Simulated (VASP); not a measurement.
# Cu in VASP: notebook

Runs on Cu. Level: PBEsol. Tasks: single point.

Everything below comes from runs of VASP 6.6.1. Logs are shortened: lines on timing, memory, paths and dates and some standing lists are left out, and cuts for length are marked.

**1. The cell of the first run**

Symmetry: Fmmm, No. 69, orthorhombic system. The conventional cell has a = 3.207 Å, b = 3.563 Å, c = 3.920 Å, α = 90.00°, β = 90.00°, γ = 90.00°. Cu (site symmetry mmm) has 14 Cu at 2.40 to 3.21 Å within 3.3 Å.

**2. Single point, PBEsol (engineering shear strain xy +0.0000, strain +e along x and -e along y -0.1000)**

INCAR reads:

```
SYSTEM = Cu
PREC = Accurate ; ENCUT = 520
EDIFF = 1E-6 ; ISMEAR = 0
SIGMA = 0.15 ; LREAL = .FALSE.
LASPH = .TRUE. ; NELM = 80
ALGO = Fast ; ISIF = 2
LWAVE = .FALSE. ; LCHARG = .FALSE.
GGA = PS ; NBANDS = 12
```

KPOINTS reads:

```
Automatic mesh
0
G
  22 22 22
  0 0 0
```

POSCAR reads:

```
Cu
1.0
    0.0000000000      1.9598064388      1.7816422171
    1.6034779954      0.0000000000      1.7816422171
    1.6034779954      1.9598064388      0.0000000000
Cu
1
Direct
    0.0000000000      0.0000000000      0.0000000000
```

Potentials or basis: VASP PAW PBE potentials, release 64 (Cu).

Run with:

```sh
> cat potpaw_PBE.64/Cu/POTCAR > POTCAR
> mpirun -np 1 vasp_std > vasp.out
```

OUTCAR:

```text
SYSTEM = Cu
   PREC = Accurate
   ENCUT = 520
   EDIFF = 1E-6
   ISMEAR = 0
   LREAL = .FALSE.
   LASPH = .TRUE.
   NELM = 80
   ISIF = 2
   GGA = PS

 ion  position               nearest neighbor table
   1  0.000  0.000  0.000-

  LATTYP: Found a face centered orthorhombic cell.
 ALAT       =     3.2069559908
 B/A-ratio  =     1.1111111111
 C/A-ratio  =     1.2222222222

  Lattice vectors:

 A1 = (   0.0000000000,   1.9598064388,  -1.7816422171)
 A2 = (   1.6034779954,   1.9598064388,   0.0000000000)
 A3 = (   1.6034779954,   0.0000000000,  -1.7816422171)

Analysis of symmetry for initial positions (statically):
=====================================================================
 Subroutine PRICEL returns:
 Original cell was already a primitive cell.

 Routine SETGRP: Setting up the symmetry group for a
 face centered orthorhombic supercell.

 Subroutine GETGRP returns: Found  8 space group operations
 (whereof  8 operations were pure point group operations)
 out of a pool of  8 trial point group operations.

The static configuration has the point symmetry D_2h.

Analysis of symmetry for dynamics (positions and initial velocities):
=====================================================================
 Subroutine PRICEL returns:
 Original cell was already a primitive cell.

 Routine SETGRP: Setting up the symmetry group for a
 face centered orthorhombic supercell.

 Subroutine GETGRP returns: Found  8 space group operations
 (whereof  8 operations were pure point group operations)
 out of a pool of  8 trial point group operations.

The dynamic configuration has the point symmetry D_2h.

 Subroutine INISYM returns: Found  8 space group operations
 (whereof  8 operations are pure point group operations),
 and found     1 'primitive' translations

----------------------------------------------------------------------------------------

                                     Primitive cell

  volume of cell :      11.1976

  direct lattice vectors                    reciprocal lattice vectors
     0.000000000  1.959806439  1.781642217    -0.311822177  0.255127236  0.280639960
     1.603477995  0.000000000  1.781642217     0.311822177 -0.255127236  0.280639960
     1.603477995  1.959806439  0.000000000     0.311822177  0.255127236 -0.280639960

  length of vectors
     2.648601568  2.396954458  2.532189361     0.491000778  0.491000778  0.491000778

  position of ions in fractional coordinates (direct lattice)
     0.000000000  0.000000000  0.000000000

  ion indices of the primitive-cell ions
   primitive index   ion index
                 1           1

----------------------------------------------------------------------------------------

 KPOINTS: Automatic mesh

Automatic generation of k-mesh.
 Grid dimensions read from file:
 generate k-points for:   22   22   22

 Generating k-lattice:

  Cartesian coordinates                     Fractional coordinates (reciprocal lattice)
    -0.014173735  0.011596693  0.012756362     0.045454545  0.000000000  0.000000000
     0.014173735 -0.011596693  0.012756362     0.000000000  0.045454545  0.000000000
     0.014173735  0.011596693 -0.012756362     0.000000000  0.000000000  0.045454545

  Length of vectors
     0.022318217  0.022318217  0.022318217

  Shift w.r.t. Gamma in fractional coordinates (k-lattice)
     0.000000000  0.000000000  0.000000000

 Subroutine IBZKPT returns following result:
 ===========================================

 Found   1530 irreducible k-points:

 Following reciprocal coordinates:
            Coordinates               Weight
  0.000000  0.000000  0.000000      1.000000
  0.045455  0.000000  0.000000      8.000000
  0.090909  0.000000  0.000000      8.000000
  0.136364  0.000000 -0.000000      8.000000
  0.181818  0.000000 -0.000000      8.000000
  0.227273  0.000000 -0.000000      8.000000
[... 16 lines left out ...]
  0.500000  0.045455 -0.000000      8.000000
 -0.454545  0.045455 -0.000000      8.000000
 [... further k-points ...]
   k-points           NKPTS =   1530   k-points in BZ     NKDIM =   1530   number of bands    NBANDS=     12
   number of dos      NEDOS =    301   number of ions     NIONS =      1
   total plane-waves  NPLWV =   7200
   dimension x,y,z NGX =    20 NGY =   18 NGZ =   20
   dimension x,y,z NGXF=    40 NGYF=   36 NGZF=   40
   ions per type =               1
   NGX,Y,Z   is equivalent  to a cutoff of  12.55, 12.48, 13.13 a.u.
   NGXF,Y,Z  is equivalent  to a cutoff of  25.11, 24.97, 26.26 a.u.
 SYSTEM =  Cu
   PREC   = accura    normal or accurate (medium, high low for compatibility)
   ISTART =      0    job   : 0-new  1-cont  2-samecut
   ICHARG =      2    charge: 1-file 2-atom 10-const
   ISPIN  =      1    spin polarized calculation?
   LNONCOLLINEAR =      F non collinear calculations
   LSORBIT =      F    spin-orbit coupling
   LASPH  =      T    aspherical Exc in radial PAW
   ENCUT  =  520.0 eV  38.22 Ry    6.18 a.u.   4.92  4.46  4.71*2*pi/ulx,y,z
   NELM   =     80;   NELMIN=  2; NELMDL= -5     # of ELM steps
   EDIFF  = 0.1E-05   stopping-criterion for ELM
   LREAL  =      F    real-space projection
   EDIFFG = 0.1E-04   stopping-criterion for IOM
   NSW    =      0    number of steps for IOM
   IBRION =     -1    ionic relax: 0-MD 1-quasi-New 2-CG
   NFREE  =      0    steps in history (QN), initial steepest desc. (CG)
   ISIF   =      2    stress and relaxation
   ISYM   =      2    0-nonsym 1-usesym 2-fastsym
   POTIM  = 0.5000    time-step for ionic-motion
   TEBEG  =    0.0;   TEEND  =   0.0 temperature during run
   PSTRESS=    0.0 pullay stress
   NELECT =      11.0000    total number of electrons
   NUPDOWN=      -1.0000    fix difference up-down
   EMIN   =  10.00;   EMAX   =-10.00  energy-range for DOS
   EFERMI =   0.00;   METHOD = LEGACY
   ISMEAR =     0;   SIGMA  =   0.15  broadening in eV -4-tet -1-fermi 0-gaus
   EFERMI_NEDOS =   21; number of points for ismear=-14 and -15
   IALGO  =     68    algorithm
   IMIX   =      4    mixing-type and parameters
     AMIX     =   0.40;   BMIX     =  1.00
     AMIX_MAG =   1.60;   BMIX_MAG =  1.00
  volume/ion in A,a.u.               =      11.20        75.57
  Fermi-wavevector in a.u.,A,eV,Ry     =   1.627409  3.075358 36.034507  2.648462
  Thomas-Fermi vector in A             =   2.720209
   LORBIT       =      0    0 simple, 1 ext, 2 COOP (PROOUT), +10 PAW based schemes
   GGA     = PS    functional components
   LHFCALC =     F    Hartree Fock is set to
   AEXX    =    0.0000 exact exchange contribution
   IVDW    =     0    specifies the selected vdW correction
   LEPSILON=     F    determine dielectric tensor
   LRPA    =     F    only Hartree local field effects (RPA)
 non-spin polarized calculation
 RMM-DIIS sequential band-by-band and
 Gauss-broadening in eV      SIGMA  =   0.15
  energy-cutoff  :      520.00
  volume of cell :       11.20
 maximum number of plane-waves:       317
   NGX =  9   NGY =  9   NGZ =  9

 number of electron      10.9999998 magnetization

 Free energy of the ion-electron system (eV)
  ---------------------------------------------------
  ext. energy  EPLUGINS =         0.00000000
  ---------------------------------------------------
  free energy    TOTEN  =        -4.26537564 eV

  energy without entropy =       -4.26194857  energy(sigma->0) =       -4.26366210

 E-fermi :   8.0658     XC(G=0): -13.2199

 val. band max:        8.0638448515   @ k =   0.4545   0.2727  -0.0000
 cond. band min:       8.0677517926   @ k =  -0.4545   0.1364   0.2273
 fundamental gap:      0.0039069411
 Fermi energy:         8.0658302134

 k-point     1 :       0.0000    0.0000    0.0000
  band No.  band energies     occupation
      1      -1.7206      2.00000
      2       4.3944      2.00000
      3       5.0124      2.00000
      4       5.2470      2.00000
      5       5.4126      2.00000
      6       6.1278      2.00000
      7      31.6895      0.00000
      8      33.6494      0.00000
      9      34.2562      0.00000
     10      35.1285      0.00000
     11      36.7686      0.00000
     12      37.1352      0.00000

 k-point     2 :       0.0455    0.0000    0.0000
  band No.  band energies     occupation
      1      -1.6411      2.00000
      2       4.4061      2.00000
      3       5.0135      2.00000
      4       5.2499      2.00000
      5       5.4090      2.00000
      6       6.1161      2.00000
      7      31.2626      0.00000
      8      33.0446      0.00000
      9      33.7444      0.00000
     10      34.6394      0.00000
     11      36.4860      0.00000
     12      37.2640      0.00000

 k-point     3 :       0.0909    0.0000    0.0000
  band No.  band energies     occupation
      1      -1.4046      2.00000
      2       4.4359      2.00000
      3       5.0029      2.00000
      4       5.2696      2.00000
      5       5.4064      2.00000
      6       6.0836      2.00000
      7      29.5322      0.00000
      8      32.2598      0.00000
      9      33.1163      0.00000
     10      34.1832      0.00000
     11      35.5125      0.00000
     12      38.0427      0.00000
[... 286 lines left out ...]
 k-point    23 :       0.5000    0.0455   -0.0000
  band No.  band energies     occupation
      1       2.7366      2.00000
      2       4.4065      2.00000
      3       5.2872      2.00000
      4       6.0362      2.00000
      5       6.3886      2.00000
      6       7.3570      2.00000
      7      12.3313      0.00000
      8      26.1934      0.00000
      9      29.3525      0.00000
     10      31.5683      0.00000
     11      35.3327      0.00000
     12      36.5718      0.00000

 k-point    24 :      -0.4545    0.0455   -0.0000
  band No.  band energies     occupation
      1       2.7209      2.00000
      2       4.4048      2.00000
      3       5.3083      2.00000
      4       6.0047      2.00000
      5       6.3840      2.00000
      6       7.2421      2.00000
      7      12.5158      0.00000
      8      26.2754      0.00000
      9      29.0097      0.00000
     10      31.6339      0.00000
     11      35.8603      0.00000
     12      36.6472      0.00000

 [... further k-points ...]
[... 5 lines left out ...]
  --------------------------------------------------------------------------------------
  -------------------------------------------------------------------------------------
  Total        0.5275248     -0.3301697      0.6111196      0.0000000      0.0000000     -0.0000000
  in kB       75.4791068    -47.2412256     87.4399963      0.0000000      0.0000000     -0.0000000
  external PRESSURE =      38.5592925 kB  Pullay stress =       0.0000000 kB

 VOLUME and BASIS-vectors are now :
 -----------------------------------------------------------------------------
  energy-cutoff  :      520.00
  volume of cell :       11.20
      direct lattice vectors                 reciprocal lattice vectors
     0.000000000  1.959806439  1.781642217    -0.311822177  0.255127236  0.280639960
     1.603477995  0.000000000  1.781642217     0.311822177 -0.255127236  0.280639960
     1.603477995  1.959806439  0.000000000     0.311822177  0.255127236 -0.280639960

 POSITION                                       TOTAL-FORCE (eV/Angst)
 -----------------------------------------------------------------------------------
      0.00000      0.00000      0.00000         0.000000      0.000000      0.000000
 -----------------------------------------------------------------------------------
    total drift:                                0.000000     -0.000000      0.000000

  FREE ENERGIE OF THE ION-ELECTRON SYSTEM (eV)
  ---------------------------------------------------
  free  energy   TOTEN  =        -4.2653756367 eV

  energy  without entropy=       -4.2619485678  energy(sigma->0) =       -4.26366210
```

Wall time 2.3 min (1 thread of AMD EPYC 9R45 (Zen 5), shared host); peak memory 0.27 GiB.

Results:

* Free energy: -4.2654 eV
* Pressure: 3.9 GPa
* Band gap on the k mesh: zero (an odd number of electrons rules out a gap without spin polarisation)

Caveat: the cell differs from its parent crystal (engineering shear strain xy +0.0000, strain +e along x and -e along y -0.1000); the stress differs along the axes, from -5 to 9 GPa; the PAW data sets were made with another functional, which shifts forces and pressure a little.

(Part 1 of 2 ends here.)

The gap in the log of VASP goes by the Fermi energy; the results here count the filled bands.